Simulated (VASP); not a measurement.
Runs of VASP 6.6.1 on MnSb. The structure is that of space group Fm-3m (No. 225), or close to it. The cells are those of the table. 

| task | level | spin | cell | cutoff (eV) | gap on the mesh (eV) | pressure (GPa) | moment (μB) |
| --- | --- | --- | --- | --- | --- | --- | --- |
| single point | r2SCAN | collinear, ferromagnetic start | a = 3.953 Å, angles 60.0°, 2 atoms | 520 | none | 1.7 | (b) |
| single point | PBE | off | a = 3.708 Å, angles 60.0°, 2 atoms | 520 | none | -0.2 | - |
| single point | r2SCAN | off | a = 3.953 Å, angles 60.0°, 2 atoms | 520 | none | -15.7 | - |
| relaxation of cell and atoms | PBE | off | relaxed from a = 3.953 Å, angles 60.0°, 2 atoms | 600 | none | 0.0 | - |
| single point | PBE | collinear, ferromagnetic start | a = 3.944 Å, angles 60.0°, 2 atoms | 520 | none | 0.0 | (a) |

Alike in all rows: potentials or basis VASP PAW PBE potentials, release 64 (Mn_pv, Sb); k mesh 14 × 14 × 14; smearing gaussian 0.1 eV.

Fill in the values left out.

(a) 3.82; (b) 4.02.

Caveats: spin-orbit coupling is left out, which moves the levels of the heavy elements; the PAW data sets were made with another functional, which shifts forces and pressure a little (at least some runs); a cell with one magnetic atom can't hold antiferromagnetic order, which such compounds often take (at least some runs); the cell stands under tension (at least some runs).

A k mesh can miss the band edges, and the runs leave out spin-orbit coupling on Sb.

A gap of «none» marks levels without a gap at the run's occupations.
